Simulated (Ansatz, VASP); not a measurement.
# Cd2Ga in VASP and in Ansatz

```
Cd Ga
1.0
     0.00000    3.23008    3.23008
     3.23008    0.00000    3.23008
     3.23008    3.23008    0.00000
Cd Ga
2 1
Direct
  0.25000 0.25000 0.25000
  0.75000 0.75000 0.75000
  0.00000 0.00000 0.00000
```

Alike in both runs: functional r2SCAN; k mesh 12 × 12 × 12; occupations gaussian, width 0.1 eV; no spin polarisation.

Ansatz relaxed the structure, and its values are those at the end. VASP's run is a single point on that final structure, the one shown.

```csv
,VASP,Ansatz
version,VASP 6.6.1,Ansatz 0.2.0
potentials or method,"VASP PAW PBE potentials, release 64 (Cd, Ga_d), cutoff 520 eV","scalar-relativistic, plane waves, PAW"
valence electrons in the cell,37,53
```

Ansatz gave:

```
gap on the k mesh at the Fermi level (eV) : none
pressure (GPa)                            : 0.0
```

Q: Which values does VASP return?

A: gap on the k mesh at the Fermi level (eV): none; pressure (GPa): 0.2.

VASP's potentials were made for PBE, not for r2SCAN. A gap of «none» marks a metal or a gap that the smearing closes. VASP's potentials hold 37 valence electrons a cell and Ansatz's 53, so a difference there can come from the potentials and not from the codes.
